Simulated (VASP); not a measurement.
# Cu (Fm-3m) in VASP: a series of runs

The runs below take Cu through single point, with SVWN5.

Everything below comes from runs of VASP 6.6.1. Logs are shortened: lines on timing, memory, paths and dates and some standing lists are left out, and cuts for length are marked.

### 1 The cell of the first run

The structure is cubic, space group Fm-3m (No. 225). Conventional cell: a = 3.591 Å, b = 3.591 Å, c = 3.591 Å, α = 90.00°, β = 90.00°, γ = 90.00°. Within 3.4 Å of Cu (site symmetry m-3m) lie 12 Cu at 2.54 Å.

### 2 Single point, SVWN5

INCAR reads:

```
SYSTEM = Cu
ALGO = Normal ; EDIFF = 1E-6
ENCUT = 600 ; GGA = VW
GGA_COMPAT = .False. ; ISIF = 2
ISMEAR = -1 ; LASPH = .True.
LCHARG = .False. ; LREAL = .False.
LWAVE = .False. ; NBANDS = 12
NELM = 120 ; PREC = Accurate
SIGMA = 0.05
```

KPOINTS reads:

```
k-points
0
Gamma
  13 13 13
  0 0 0
```

POSCAR reads:

```
Cu
1.0
    0.0000000000      1.7953687620      1.7953687620
    1.7953687620      0.0000000000      1.7953687620
    1.7953687620      1.7953687620      0.0000000000
Cu
1
Direct
    0.0000000000      0.0000000000      0.0000000000
```

Potentials or basis: VASP PAW PBE potentials, release 64 (Cu).

Command:

```sh
cat potpaw_PBE.64/Cu/POTCAR > POTCAR
mpirun -np 1 vasp_std > vasp.out
```

OUTCAR:

```text
SYSTEM = Cu
   EDIFF = 1E-6
   ENCUT = 600
   GGA = VW
   ISIF = 2
   ISMEAR = -1
   LASPH = .True.
   LREAL = .False.
   NELM = 120
   PREC = Accurate

 ion  position               nearest neighbor table
   1  0.000  0.000  0.000-

  LATTYP: Found a face centered cubic cell.
 ALAT       =     3.5907375240

  Lattice vectors:

 A1 = (   0.0000000000,   1.7953687620,   1.7953687620)
 A2 = (   1.7953687620,   0.0000000000,   1.7953687620)
 A3 = (   1.7953687620,   1.7953687620,   0.0000000000)

Analysis of symmetry for initial positions (statically):
=====================================================================
 Subroutine PRICEL returns:
 Original cell was already a primitive cell.

 Routine SETGRP: Setting up the symmetry group for a
 face centered cubic supercell.

 Subroutine GETGRP returns: Found 48 space group operations
 (whereof 48 operations were pure point group operations)
 out of a pool of 48 trial point group operations.

The static configuration has the point symmetry O_h .

Analysis of symmetry for dynamics (positions and initial velocities):
=====================================================================
 Subroutine PRICEL returns:
 Original cell was already a primitive cell.

 Routine SETGRP: Setting up the symmetry group for a
 face centered cubic supercell.

 Subroutine GETGRP returns: Found 48 space group operations
 (whereof 48 operations were pure point group operations)
 out of a pool of 48 trial point group operations.

The dynamic configuration has the point symmetry O_h .

 Subroutine INISYM returns: Found 48 space group operations
 (whereof 48 operations are pure point group operations),
 and found     1 'primitive' translations

----------------------------------------------------------------------------------------

                                     Primitive cell

  volume of cell :      11.5742

  direct lattice vectors                    reciprocal lattice vectors
     0.000000000  1.795368762  1.795368762    -0.278494319  0.278494319  0.278494319
     1.795368762  0.000000000  1.795368762     0.278494319 -0.278494319  0.278494319
     1.795368762  1.795368762  0.000000000     0.278494319  0.278494319 -0.278494319

  length of vectors
     2.539034853  2.539034853  2.539034853     0.482366309  0.482366309  0.482366309

  position of ions in fractional coordinates (direct lattice)
     0.000000000  0.000000000  0.000000000

  ion indices of the primitive-cell ions
   primitive index   ion index
                 1           1

----------------------------------------------------------------------------------------

 KPOINTS: k-points

Automatic generation of k-mesh.
 Grid dimensions read from file:
 generate k-points for:   13   13   13

 Generating k-lattice:

  Cartesian coordinates                     Fractional coordinates (reciprocal lattice)
    -0.021422640  0.021422640  0.021422640     0.076923077  0.000000000  0.000000000
     0.021422640 -0.021422640  0.021422640     0.000000000  0.076923077  0.000000000
     0.021422640  0.021422640 -0.021422640     0.000000000  0.000000000  0.076923077

  Length of vectors
     0.037105101  0.037105101  0.037105101

  Shift w.r.t. Gamma in fractional coordinates (k-lattice)
     0.000000000  0.000000000  0.000000000

 Subroutine IBZKPT returns following result:
 ===========================================

 Found     84 irreducible k-points:

 Following reciprocal coordinates:
            Coordinates               Weight
  0.000000  0.000000  0.000000      1.000000
  0.076923  0.000000  0.000000      8.000000
  0.153846  0.000000  0.000000      8.000000
  0.230769  0.000000  0.000000      8.000000
  0.307692  0.000000  0.000000      8.000000
  0.384615  0.000000  0.000000      8.000000
[... 16 lines left out ...]
  0.384615  0.153846  0.000000     24.000000
  0.461538  0.153846  0.000000     24.000000
 [... further k-points ...]
   k-points           NKPTS =     84   k-points in BZ     NKDIM =     84   number of bands    NBANDS=     12
   number of dos      NEDOS =    301   number of ions     NIONS =      1
   total plane-waves  NPLWV =   8000
   dimension x,y,z NGX =    20 NGY =   20 NGZ =   20
   dimension x,y,z NGXF=    40 NGYF=   40 NGZF=   40
   ions per type =               1
   NGX,Y,Z   is equivalent  to a cutoff of  13.10, 13.10, 13.10 a.u.
   NGXF,Y,Z  is equivalent  to a cutoff of  26.19, 26.19, 26.19 a.u.
 SYSTEM =  Cu
   PREC   = accura    normal or accurate (medium, high low for compatibility)
   ISTART =      0    job   : 0-new  1-cont  2-samecut
   ICHARG =      2    charge: 1-file 2-atom 10-const
   ISPIN  =      1    spin polarized calculation?
   LNONCOLLINEAR =      F non collinear calculations
   LSORBIT =      F    spin-orbit coupling
   LASPH  =      T    aspherical Exc in radial PAW
   ENCUT  =  600.0 eV  44.10 Ry    6.64 a.u.   5.07  5.07  5.07*2*pi/ulx,y,z
   NELM   =    120;   NELMIN=  2; NELMDL= -5     # of ELM steps
   EDIFF  = 0.1E-05   stopping-criterion for ELM
   LREAL  =      F    real-space projection
   EDIFFG = 0.1E-04   stopping-criterion for IOM
   NSW    =      0    number of steps for IOM
   IBRION =     -1    ionic relax: 0-MD 1-quasi-New 2-CG
   NFREE  =      0    steps in history (QN), initial steepest desc. (CG)
   ISIF   =      2    stress and relaxation
   ISYM   =      2    0-nonsym 1-usesym 2-fastsym
   POTIM  = 0.5000    time-step for ionic-motion
   TEBEG  =    0.0;   TEEND  =   0.0 temperature during run
   PSTRESS=    0.0 pullay stress
   NELECT =      11.0000    total number of electrons
   NUPDOWN=      -1.0000    fix difference up-down
   EMIN   =  10.00;   EMAX   =-10.00  energy-range for DOS
   EFERMI =   0.00;   METHOD = LEGACY
   ISMEAR =    -1;   SIGMA  =   0.05  broadening in eV -4-tet -1-fermi 0-gaus
   EFERMI_NEDOS =   21; number of points for ismear=-14 and -15
   IALGO  =     38    algorithm
   IMIX   =      4    mixing-type and parameters
     AMIX     =   0.40;   BMIX     =  1.00
     AMIX_MAG =   1.60;   BMIX_MAG =  1.00
  volume/ion in A,a.u.               =      11.57        78.11
  Fermi-wavevector in a.u.,A,eV,Ry     =   1.609566  3.041638 35.248641  2.590702
  Thomas-Fermi vector in A             =   2.705255
   LORBIT       =      0    0 simple, 1 ext, 2 COOP (PROOUT), +10 PAW based schemes
   GGA     = VW    functional components
   LHFCALC =     F    Hartree Fock is set to
   AEXX    =    0.0000 exact exchange contribution
   IVDW    =     0    specifies the selected vdW correction
   LEPSILON=     F    determine dielectric tensor
   LRPA    =     F    only Hartree local field effects (RPA)
 non-spin polarized calculation
  energy-cutoff  :      600.00
  volume of cell :       11.57
 maximum number of plane-waves:       393
   NGX = 11   NGY = 11   NGZ = 11

 number of electron      11.0000008 magnetization

 Free energy of the ion-electron system (eV)
  ---------------------------------------------------
  ext. energy  EPLUGINS =         0.00000000
  ---------------------------------------------------
  free energy    TOTEN  =        -4.64549771 eV

  energy without entropy =       -4.64284977  energy(sigma->0) =       -4.64417374

 E-fermi :   7.5634     XC(G=0): -13.2191

 val. band max:        7.3688745212   @ k =   0.4615   0.2308   0.0000
 cond. band min:       7.5717360513   @ k =   0.4615   0.3077   0.0000
 fundamental gap:      0.2028615301
 Fermi energy:         7.5633515245

 k-point     1 :       0.0000    0.0000    0.0000
  band No.  band energies     occupation
      1      -2.1300      2.00000
      2       4.2616      2.00000
      3       4.2616      2.00000
      4       4.2616      2.00000
      5       5.1248      2.00000
      6       5.1248      2.00000
      7      30.2785      0.00000
      8      32.8651      0.00000
      9      32.8651      0.00000
     10      32.8651      0.00000
     11      35.4198      0.00000
     12      35.4198      0.00000

 k-point     2 :       0.0769    0.0000    0.0000
  band No.  band energies     occupation
      1      -1.9116      2.00000
      2       4.2153      2.00000
      3       4.3029      2.00000
      4       4.3029      2.00000
      5       5.1091      2.00000
      6       5.1091      2.00000
      7      28.8024      0.00000
      8      31.1892      0.00000
      9      32.2496      0.00000
     10      32.2496      0.00000
     11      36.3391      0.00000
     12      36.3391      0.00000

 k-point     3 :       0.1538    0.0000    0.0000
  band No.  band energies     occupation
      1      -1.2717      2.00000
      2       4.1026      2.00000
      3       4.3927      2.00000
      4       4.3927      2.00000
      5       5.0940      2.00000
      6       5.0940      2.00000
      7      24.9005      0.00000
      8      30.7821      0.00000
      9      31.3233      0.00000
     10      31.3233      0.00000
     11      37.3598      0.00000
     12      37.7855      0.00000
[... 286 lines left out ...]
 k-point    23 :       0.3846    0.1538    0.0000
  band No.  band energies     occupation
      1       1.8223      2.00000
      2       3.7331      2.00000
      3       4.2151      2.00000
      4       4.6300      2.00000
      5       5.6329      2.00000
      6       5.9276      2.00000
      7      16.6714      0.00000
      8      25.5544      0.00000
      9      25.8835      0.00000
     10      28.1992      0.00000
     11      37.1532      0.00000
     12      38.6624      0.00000

 k-point    24 :       0.4615    0.1538    0.0000
  band No.  band energies     occupation
      1       2.4284      2.00000
      2       3.9100      2.00000
      3       4.2783      2.00000
      4       4.5532      2.00000
      5       5.7279      2.00000
      6       7.0429      1.99994
      7      13.5373      0.00000
      8      24.4555      0.00000
      9      25.7369      0.00000
     10      28.0475      0.00000
     11      37.8425      0.00000
     12      38.0020      0.00000

 [... further k-points ...]

------------------------ aborting loop because EDIFF is reached ----------------------------------------

  FORCE on cell =-STRESS in cart. coord.  units (eV):
  Direction    XX          YY          ZZ          XY          YZ          ZX
  --------------------------------------------------------------------------------------
  -------------------------------------------------------------------------------------
  Total       -0.6886060     -0.6886060     -0.6886060      0.0000000      0.0000000      0.0000000
  in kB      -95.3214007    -95.3214007    -95.3214007      0.0000000      0.0000000      0.0000000
  external PRESSURE =     -95.3214007 kB  Pullay stress =       0.0000000 kB

 VOLUME and BASIS-vectors are now :
 -----------------------------------------------------------------------------
  energy-cutoff  :      600.00
  volume of cell :       11.57
      direct lattice vectors                 reciprocal lattice vectors
     0.000000000  1.795368762  1.795368762    -0.278494319  0.278494319  0.278494319
     1.795368762  0.000000000  1.795368762     0.278494319 -0.278494319  0.278494319
     1.795368762  1.795368762  0.000000000     0.278494319  0.278494319 -0.278494319

 POSITION                                       TOTAL-FORCE (eV/Angst)
 -----------------------------------------------------------------------------------
      0.00000      0.00000      0.00000        -0.000000     -0.000000     -0.000000
 -----------------------------------------------------------------------------------
    total drift:                               -0.000000     -0.000000     -0.000000

  FREE ENERGIE OF THE ION-ELECTRON SYSTEM (eV)
  ---------------------------------------------------
  free  energy   TOTEN  =        -4.6454977106 eV

  energy  without entropy=       -4.6428497724  energy(sigma->0) =       -4.64417374
```

It took 6.2 s on 1 thread of AMD EPYC 9R45 (Zen 5), shared host; peak memory 0.09 GiB.

What came out:

* Free energy: -4.6455 eV
* Pressure: -9.5 GPa
* Band gap on the k mesh: zero (an odd number of electrons rules out a gap without spin polarisation)

Levels at points of the mesh, in eV from the Fermi level:
```
           k point  band 3  band 4  band 5  band 6  band 7  band 8  band 9  band 10
(0.00, 0.00, 0.00)   -3.30   -3.30   -2.44   -2.44   22.72   25.30   25.30    25.30
```

Caveat: the cell stands under tension; the PAW data sets were made with another functional, which shifts forces and pressure a little.

### 3 Single point, SVWN5

This run uses another cell than the first one, of 11.81 Å³/atom.

Changes to INCAR since step 2:

```diff
@@ -5,3 +5,4 @@
 ISMEAR = -1 ; LASPH = .True.
-LCHARG = .False. ; LREAL = .False.
+LCHARG = .True. ; LELF = .True.
+LREAL = .False. ; LVHAR = .True.
 LWAVE = .False. ; NBANDS = 12
```

KPOINTS is that of step 2.

POSCAR reads:

```
Cu
1.0
    0.0000000000      1.8075000000      1.8075000000
    1.8075000000      0.0000000000      1.8075000000
    1.8075000000      1.8075000000      0.0000000000
Cu
1
Direct
    0.0000000000      0.0000000000      0.0000000000
```

Potentials or basis: VASP PAW PBE potentials, release 64 (Cu).

Command:

```sh
cat potpaw_PBE.64/Cu/POTCAR > POTCAR
mpirun -np 1 vasp_std > vasp.out
```

It took 6.5 s on 1 thread of AMD EPYC 9R45 (Zen 5), shared host; peak memory 0.09 GiB.

The run converged. Its results:

| Property | Result |
| --- | --- |
| Free energy | -4.6296 eV |
| Pressure | -12.2 GPa |
| Band gap on the k mesh | zero (an odd number of electrons rules out a gap without spin polarisation) |

Levels at points of the mesh, in eV from the Fermi level:
```csv
k point,band 2,band 3,band 4,band 5,band 6,band 7,band 8,band 9,band 10,band 11
"(0.00, 0.00, 0.00)",-3.23,-3.23,-3.23,-2.40,-2.40,22.56,24.99,24.99,24.99,27.53
```

Caveat: the cell stands under tension; the PAW data sets were made with another functional, which shifts forces and pressure a little.
